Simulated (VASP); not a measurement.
# Cr (Im-3m) in VASP: further runs

Runs on Cr. Level: LDA. Tasks: single point.

Program: VASP 6.6.1. These are calculated values, not measurements. Logs are shortened: lines on timing, memory, paths and dates and some standing lists are left out, and cuts for length are marked.

## Step 1: The cell of the first run

It takes space group Im-3m (No. 229, cubic). Conventional cell: a = 2.788 Å, b = 2.788 Å, c = 2.788 Å, α = 90.00°, β = 90.00°, γ = 90.00°. Cr (site symmetry m-3m) has 14 Cr at 2.41 to 2.79 Å within 3.2 Å.

## Step 2: Single point, LDA, collinear spin, ferromagnetic start

INCAR reads:

```
SYSTEM = Cr
ALGO = Normal ; EDIFF = 1E-7
ENCUT = 520 ; GGA = CA
ISIF = 2 ; ISMEAR = 0
ISPIN = 2 ; LASPH = .True.
LCHARG = .False. ; LMAXMIX = 4
LORBIT = 11 ; LREAL = .False.
LWAVE = .False. ; MAGMOM = 2 2
NBANDS = 23 ; NELM = 150
PREC = Accurate ; SIGMA = 0.05
```

KPOINTS reads:

```
k-points
0
Gamma
  16 16 10
  0 0 0
```

POSCAR reads:

```
Cr
1.0
    1.3942323889     -1.3942323889      1.3942323889
   -1.3942323889      1.3942323889      1.3942323889
   -2.7884647778     -2.7884647778      0.0000000000
Cr
2
Direct
    0.0000000000      0.0000000000      0.0000000000
    0.5000000000      0.5000000000      0.5000000000
```

Potentials or basis: VASP PAW LDA potentials, release 64 (Cr_pv).

Command:

```console
> cat potpaw_LDA.64/Cr_pv/POTCAR > POTCAR
> mpirun -np 1 vasp_std > vasp.out
```

OUTCAR:

```text
SYSTEM = Cr
   EDIFF = 1E-7
   ENCUT = 520
   GGA = CA
   ISIF = 2
   ISMEAR = 0
   ISPIN = 2
   LASPH = .True.
   LORBIT = 11
   LREAL = .False.
   NELM = 150
   PREC = Accurate

 ion  position               nearest neighbor table
   1  0.000  0.000  0.000-   2 2.41   2 2.41   2 2.41   2 2.41   2 2.79   2 2.79   2 2.79   2 2.79

   2  0.500  0.500  0.500-   1 2.41   1 2.41   1 2.41   1 2.41   1 2.79   1 2.79   1 2.79   1 2.79

  LATTYP: Found a base centered orthorhombic cell.
 ALAT       =     2.7884647778
 B/A-ratio  =     1.4142135624
 C/A-ratio  =     1.4142135624

  Lattice vectors:

 A1 = (   1.3942323889,  -1.3942323889,   1.3942323889)
 A2 = (  -1.3942323889,   1.3942323889,   1.3942323889)
 A3 = (  -2.7884647778,  -2.7884647778,   0.0000000000)

Analysis of symmetry for initial positions (statically):
=====================================================================
 Subroutine PRICEL returns following result:

  LATTYP: Found a body centered cubic cell.
 ALAT       =     2.7884647778
[... 12 lines left out ...]
 Subroutine GETGRP returns: Found  8 space group operations
 (whereof  8 operations were pure point group operations)
 out of a pool of  8 trial point group operations.

The static configuration has the point symmetry D_2h.

Analysis of symmetry for dynamics (positions and initial velocities):
=====================================================================
 Subroutine PRICEL returns following result:

  LATTYP: Found a body centered cubic cell.
 ALAT       =     2.7884647778
[... 12 lines left out ...]
 Subroutine GETGRP returns: Found  8 space group operations
 (whereof  8 operations were pure point group operations)
 out of a pool of  8 trial point group operations.

The dynamic configuration has the point symmetry D_2h.

Analysis of structural, dynamic, and magnetic symmetry:
=====================================================================
 Subroutine PRICEL returns following result:

  LATTYP: Found a body centered cubic cell.
 ALAT       =     2.7884647778
[... 12 lines left out ...]
 Subroutine GETGRP returns: Found  8 space group operations
 (whereof  8 operations were pure point group operations)
 out of a pool of  8 trial point group operations.

The overall configuration has the point symmetry D_2h.

 Subroutine INISYM returns: Found  8 space group operations
 (whereof  8 operations are pure point group operations),
 and found     2 'primitive' translations

----------------------------------------------------------------------------------------

                                     Primitive cell

  volume of cell :      10.8409

  direct lattice vectors                    reciprocal lattice vectors
[... 110 lines left out ...]
   GGA     = CA    functional components
   LHFCALC =     F    Hartree Fock is set to
   AEXX    =    0.0000 exact exchange contribution
   IVDW    =     0    specifies the selected vdW correction
   LEPSILON=     F    determine dielectric tensor
   LRPA    =     F    only Hartree local field effects (RPA)
 spin polarized calculation
 Gauss-broadening in eV      SIGMA  =   0.05
  energy-cutoff  :      520.00
  volume of cell :       21.68
 maximum number of plane-waves:       609
 NGX is ok and might be reduce to    18
   NGX =  9   NGY =  9   NGZ = 15

 number of electron      24.0000000 magnetization       0.0003451

 number of electron      24.0000000 magnetization      -0.0000233

 Free energy of the ion-electron system (eV)
  ---------------------------------------------------
  ext. energy  EPLUGINS =         0.00000000
  ---------------------------------------------------
  free energy    TOTEN  =       -21.26037535 eV

  energy without entropy =      -21.25868849  energy(sigma->0) =      -21.25953192

 E-fermi :  11.7121     XC(G=0): -14.3781

 val. band max:       11.7067807492   @ k =  -0.4375   0.3750   0.4000
 cond. band min:      11.7171640630   @ k =  -0.0625   0.0625   0.1000
 fundamental gap:      0.0103833137
 Fermi energy:        11.7121366403

 spin component 1

 k-point     1 :       0.0000    0.0000    0.0000
  band No.  band energies     occupation
      1     -31.6727      1.00000
      2     -30.8744      1.00000
      3     -30.5234      1.00000
      4     -30.5216      1.00000
      5     -30.5171      1.00000
      6     -30.5136      1.00000
[... 613 lines left out ...]
     22      29.4683      0.00000
     23      32.9606      0.00000

 [... further k-points ...]

 spin component 2

 k-point     1 :       0.0000    0.0000    0.0000
  band No.  band energies     occupation
      1     -31.6727      1.00000
      2     -30.8743      1.00000
      3     -30.5234      1.00000
      4     -30.5216      1.00000
      5     -30.5171      1.00000
      6     -30.5136      1.00000
[... 613 lines left out ...]
     22      29.4683      0.00000
     23      32.9606      0.00000

 [... further k-points ...]

------------------------ aborting loop because EDIFF is reached ----------------------------------------

  FORCE on cell =-STRESS in cart. coord.  units (eV):
  Direction    XX          YY          ZZ          XY          YZ          ZX
  --------------------------------------------------------------------------------------
  -------------------------------------------------------------------------------------
  Total       -0.0209585     -0.0209585      0.0531354      0.0256710      0.0000000      0.0000000
  in kB       -1.5487255     -1.5487255      3.9264372      1.8969595      0.0000000      0.0000000
  external PRESSURE =       0.2763287 kB  Pullay stress =       0.0000000 kB

 VOLUME and BASIS-vectors are now :
 -----------------------------------------------------------------------------
  energy-cutoff  :      520.00
  volume of cell :       21.68
      direct lattice vectors                 reciprocal lattice vectors
     1.394232389 -1.394232389  1.394232389     0.179310137 -0.179310137  0.358620273
    -1.394232389  1.394232389  1.394232389    -0.179310137  0.179310137  0.358620273
    -2.788464778 -2.788464778  0.000000000    -0.179310137 -0.179310137  0.000000000

 POSITION                                       TOTAL-FORCE (eV/Angst)
 -----------------------------------------------------------------------------------
      0.00000      0.00000      0.00000        -0.000000     -0.000000      0.000000
     -1.39423     -1.39423      1.39423         0.000000      0.000000     -0.000000
 -----------------------------------------------------------------------------------
    total drift:                                0.000000     -0.000000     -0.000000

  FREE ENERGIE OF THE ION-ELECTRON SYSTEM (eV)
  ---------------------------------------------------
  free  energy   TOTEN  =       -21.2603753507 eV

  energy  without entropy=      -21.2586884883  energy(sigma->0) =      -21.25953192

 total charge

# of ion       s       p       d       tot
------------------------------------------
    1        0.449   6.441   4.315  11.205
    2        0.449   6.441   4.315  11.205
--------------------------------------------------
tot          0.898  12.883   8.629  22.410

 magnetization (x)

# of ion       s       p       d       tot
------------------------------------------
    1        0.000  -0.000   0.000   0.000
    2        0.000  -0.000   0.000   0.000
--------------------------------------------------
tot          0.000  -0.000   0.000   0.000
```

OSZICAR:

```text
N       E                     dE             d eps       ncg     rms          rms(c)
DAV:   1     0.239901893787E+03    0.23990E+03   -0.13027E+04 40480   0.131E+03
DAV:   2    -0.152644799196E+02   -0.25517E+03   -0.24493E+03 41248   0.380E+02
DAV:   3    -0.232178122450E+02   -0.79533E+01   -0.78836E+01 50404   0.794E+01
DAV:   4    -0.232834779039E+02   -0.65666E-01   -0.65626E-01 42842   0.732E+00
DAV:   5    -0.232843069828E+02   -0.82908E-03   -0.82907E-03 44020   0.776E-01    0.220E+01
DAV:   6    -0.212845649069E+02    0.19997E+01   -0.93893E+00 42326   0.361E+01    0.435E+00
DAV:   7    -0.212909294311E+02   -0.63645E-02   -0.21556E-01 43775   0.442E+00    0.248E+00
DAV:   8    -0.212756511296E+02    0.15278E-01   -0.61617E-03 43697   0.795E-01    0.905E-01
DAV:   9    -0.212609315937E+02    0.14720E-01   -0.33922E-03 44567   0.668E-01    0.233E-01
DAV:  10    -0.212603329662E+02    0.59863E-03   -0.70821E-04 43019   0.268E-01    0.437E-02
DAV:  11    -0.212603663798E+02   -0.33414E-04   -0.27281E-05 44027   0.482E-02    0.157E-02
DAV:  12    -0.212603739827E+02   -0.76029E-05   -0.10966E-06 45292   0.916E-03    0.689E-03
DAV:  13    -0.212603752845E+02   -0.13018E-05   -0.27720E-07 40807   0.394E-03    0.202E-03
DAV:  14    -0.212603753507E+02   -0.66242E-07   -0.17874E-08 22024   0.121E-03
   1 F= -.21260375E+02 E0= -.21259532E+02  d E =-.168686E-02  mag=     0.0000
```

stdout:

```text
POSCAR found type information on POSCAR Cr
 POSCAR found :  1 types and       2 ions
 scaLAPACK will be used
 LDA part: xc-table for (Slater(with rela. corr.)+CA(PZ))
 , standard interpolation
 POSCAR, INCAR and KPOINTS ok, starting setup
 FFT: planning ... GRIDC
 FFT: planning ... GRID_SOFT
 FFT: planning ... GRID
 WAVECAR not read
 entering main loop
```

Run time: 2.3 min. Hardware: 1 thread of Intel Xeon 6975P-C (Granite Rapids), shared host; peak memory 0.37 GiB.

Results:

```yaml
Free_energy: -21.2604 eV
Pressure: 0.0 GPa
Band_gap_on_the_k_mesh: zero (filled and empty bands overlap)
Net_moment: 0.00 μB per cell
Valence_electrons_inside_the_program's_atomic_spheres: Cr 11.21
```

Caveat: an empty level that is flat over the whole mesh can mark a ghost state of the potentials, or a narrow d or f band; the moments typed at the start vanished in this run.

## Step 3: Single point, LDA, collinear spin, antiferromagnetic start

INCAR reads:

```
SYSTEM = Cr
PREC     = Accurate       ! precision mode
ENCUT    = 520            ! plane-wave cutoff, eV
EDIFF    = 1E-6           ! SCF threshold, eV
ISMEAR   = 0              ! smearing method
SIGMA    = 0.05           ! smearing width, eV
LREAL    = .False.        ! projectors in reciprocal space
LASPH    = .True.         ! aspherical terms in the spheres
NELM     = 150            ! most SCF steps
ALGO     = Normal         ! electronic algorithm
ISIF     = 2              ! what is computed and relaxed
LWAVE    = .False.        ! write WAVECAR
LCHARG   = .False.        ! write CHGCAR
ISPIN    = 2              ! spin polarisation
MAGMOM   = 2 -2           ! initial moments
LORBIT   = 11             ! projections on sites
LMAXMIX  = 4              ! l up to which the mixer works
NBANDS   = 23             ! bands
```

KPOINTS reads:

```
regular mesh
0
Gamma
  16 16 10
  0 0 0
```

POSCAR is that of step 2.

Potentials or basis: VASP PAW LDA potentials, release 64 (Cr_pv).

Command:

```console
> cat potpaw_LDA.64/Cr_pv/POTCAR > POTCAR
> mpirun -np 1 vasp_std > vasp.out
```

OUTCAR:

```text
SYSTEM = Cr
   PREC = Accurate
   ENCUT = 520
   EDIFF = 1E-6
   ISMEAR = 0
   LREAL = .False.
   LASPH = .True.
   NELM = 150
   ISIF = 2
   ISPIN = 2
   LORBIT = 11

 ion  position               nearest neighbor table
   1  0.000  0.000  0.000-   2 2.41   2 2.41   2 2.41   2 2.41   2 2.79   2 2.79   2 2.79   2 2.79

   2  0.500  0.500  0.500-   1 2.41   1 2.41   1 2.41   1 2.41   1 2.79   1 2.79   1 2.79   1 2.79

  LATTYP: Found a base centered orthorhombic cell.
 ALAT       =     2.7884647778
 B/A-ratio  =     1.4142135624
 C/A-ratio  =     1.4142135624

  Lattice vectors:

 A1 = (   1.3942323889,  -1.3942323889,   1.3942323889)
 A2 = (  -1.3942323889,   1.3942323889,   1.3942323889)
 A3 = (  -2.7884647778,  -2.7884647778,   0.0000000000)

Analysis of symmetry for initial positions (statically):
=====================================================================
 Subroutine PRICEL returns following result:

  LATTYP: Found a body centered cubic cell.
 ALAT       =     2.7884647778
[... 12 lines left out ...]
 Subroutine GETGRP returns: Found  8 space group operations
 (whereof  8 operations were pure point group operations)
 out of a pool of  8 trial point group operations.

The static configuration has the point symmetry D_2h.

Analysis of symmetry for dynamics (positions and initial velocities):
=====================================================================
 Subroutine PRICEL returns following result:

  LATTYP: Found a body centered cubic cell.
 ALAT       =     2.7884647778
[... 12 lines left out ...]
 Subroutine GETGRP returns: Found  8 space group operations
 (whereof  8 operations were pure point group operations)
 out of a pool of  8 trial point group operations.

The dynamic configuration has the point symmetry D_2h.

Analysis of structural, dynamic, and magnetic symmetry:
=====================================================================
 Subroutine PRICEL returns following result:

  LATTYP: Found a body centered cubic cell.
 ALAT       =     2.7884647778
[... 160 lines left out ...]
  ---------------------------------------------------
  free energy    TOTEN  =       -21.26037534 eV

  energy without entropy =      -21.25868847  energy(sigma->0) =      -21.25953190

 E-fermi :  11.7122     XC(G=0): -14.3781

 val. band max:       11.7067864756   @ k =  -0.4375   0.3750   0.4000
 cond. band min:      11.7171752440   @ k =  -0.0625   0.0625   0.1000
 fundamental gap:      0.0103887684
 Fermi energy:        11.7121555207

 spin component 1

 k-point     1 :       0.0000    0.0000    0.0000
  band No.  band energies     occupation
      1     -31.6727      1.00000
      2     -30.8743      1.00000
      3     -30.5234      1.00000
      4     -30.5216      1.00000
      5     -30.5171      1.00000
      6     -30.5135      1.00000
[... 613 lines left out ...]
     22      29.4683      0.00000
     23      32.9606      0.00000

 [... further k-points ...]

 spin component 2

 k-point     1 :       0.0000    0.0000    0.0000
  band No.  band energies     occupation
      1     -31.6727      1.00000
      2     -30.8743      1.00000
      3     -30.5234      1.00000
      4     -30.5216      1.00000
      5     -30.5171      1.00000
      6     -30.5135      1.00000
[... 613 lines left out ...]
     22      29.4683      0.00000
     23      32.9606      0.00000

 [... further k-points ...]

------------------------ aborting loop because EDIFF is reached ----------------------------------------

  FORCE on cell =-STRESS in cart. coord.  units (eV):
  Direction    XX          YY          ZZ          XY          YZ          ZX
  --------------------------------------------------------------------------------------
  -------------------------------------------------------------------------------------
  Total       -0.0249382     -0.0249382      0.0493520      0.0253246      0.0000000      0.0000000
  in kB       -1.8428099     -1.8428099      3.6468674      1.8713595      0.0000000      0.0000000
  external PRESSURE =      -0.0129175 kB  Pullay stress =       0.0000000 kB

 VOLUME and BASIS-vectors are now :
 -----------------------------------------------------------------------------
  energy-cutoff  :      520.00
  volume of cell :       21.68
      direct lattice vectors                 reciprocal lattice vectors
     1.394232389 -1.394232389  1.394232389     0.179310137 -0.179310137  0.358620273
    -1.394232389  1.394232389  1.394232389    -0.179310137  0.179310137  0.358620273
    -2.788464778 -2.788464778  0.000000000    -0.179310137 -0.179310137  0.000000000

 POSITION                                       TOTAL-FORCE (eV/Angst)
 -----------------------------------------------------------------------------------
      0.00000      0.00000      0.00000         0.000000      0.000000     -0.000000
     -1.39423     -1.39423      1.39423        -0.000000     -0.000000      0.000000
 -----------------------------------------------------------------------------------
    total drift:                                0.000000     -0.000000     -0.000000

  FREE ENERGIE OF THE ION-ELECTRON SYSTEM (eV)
  ---------------------------------------------------
  free  energy   TOTEN  =       -21.2603753351 eV

  energy  without entropy=      -21.2586884743  energy(sigma->0) =      -21.25953190

 total charge

# of ion       s       p       d       tot
------------------------------------------
    1        0.449   6.441   4.315  11.205
    2        0.449   6.441   4.315  11.205
--------------------------------------------------
tot          0.898  12.883   8.629  22.410

 magnetization (x)

# of ion       s       p       d       tot
------------------------------------------
    1        0.000   0.000   0.000   0.000
    2       -0.000  -0.000  -0.000  -0.000
--------------------------------------------------
tot          0.000   0.000   0.000   0.000
```

Wall time 2.3 min (1 thread of Intel Xeon 6975P-C (Granite Rapids), shared host); peak memory 0.36 GiB.

Results:

```yaml
Free_energy: -21.2604 eV
Pressure: 0.0 GPa
Band_gap_on_the_k_mesh: zero (filled and empty bands overlap)
Net_moment: 0.00 μB per cell
Valence_electrons_inside_the_program's_atomic_spheres: Cr 11.21
```

Caveat: an empty level that is flat over the whole mesh can mark a ghost state of the potentials, or a narrow d or f band; the moments typed at the start vanished in this run.
